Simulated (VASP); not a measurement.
Write the native input for VASP 6.6.1 that does the following.

```yaml
Task: single point
Functional: PBE
Potentials_or_basis: VASP PAW PBE potentials, release 64 (Ta_pv, N)
Cutoff: 700 eV
k_mesh: 12 × 12 × 8, shifted
Occupations: gaussian, width 0.1 eV
Spin: no spin polarisation
Dipole_correction: no
Further_INCAR_settings: ALGO = Normal; EDIFF = 1e-06; NBANDS = 24; ISYM = -1
```

The structure of TaN lies in POSCAR:

```
TaN
1.0
    3.0500010905      0.0000000000      0.0000000000
   -1.5250005453      2.6413784260      0.0000000000
    0.0000000000      0.0000000000      4.9400000000
Ta N
2 2
Direct
    0.3333333333      0.6666666667      0.0000000000
    0.6666666667      0.3333333333      0.5000000000
    0.3333333333      0.6666666667      0.3850000000
    0.6666666667      0.3333333333      0.8850000000
```

One way to write it, as run:

INCAR

```
ALGO = Normal
EDIFF = 1E-6
ENCUT = 700
GGA = PE
GGA_COMPAT = False
ISIF = 2
ISMEAR = 0
ISYM = -1
KPAR = 1
LASPH = True
LCHARG = True
LELF = True
LREAL = False
LVHAR = True
LWAVE = False
NBANDS = 24
NELM = 120
PREC = Accurate
SIGMA = 0.1
```

KPOINTS

```
explicit points
576
Reciprocal
  0.04166667   0.04166667   0.06250000 2
  0.04166667   0.04166667   0.18750000 2
  0.04166667   0.04166667   0.31250000 2
  0.04166667   0.04166667   0.43750000 2
  0.04166667   0.04166667   0.56250000 2
  0.04166667   0.04166667   0.68750000 2
[... 568 lines left out ...]
  0.45833333   0.95833333   0.81250000 2
  0.45833333   0.95833333   0.93750000 2
```

Potentials or basis: VASP PAW PBE potentials, release 64 (Ta_pv, N).

The run is started by

```console
$ cat potpaw_PBE.64/Ta_pv/POTCAR potpaw_PBE.64/N/POTCAR > POTCAR
$ mpirun -np 4 vasp_std > vasp.out
```

It gave:

```
Pressure               : 140.2 GPa
Largest force          : 2.400 eV/Å
Band gap on the k mesh : zero (bands 16 and 17 overlap by 2.23 eV)
```

Caveat: the stress differs along the axes, from 123 to 149 GPa; spin-orbit coupling is left out, which moves the levels of the heavy elements; forces of over 1 eV/Å act on the atoms, so gaps and moduli don't describe the material at rest.

Wall time 2.8 min on 4 MPI ranks on Intel(R) Xeon(R) Platinum 8259CL CPU @ 2.50GHz (Skylake/Cascade Lake) (shared host), peak memory 0.44 GiB a rank.
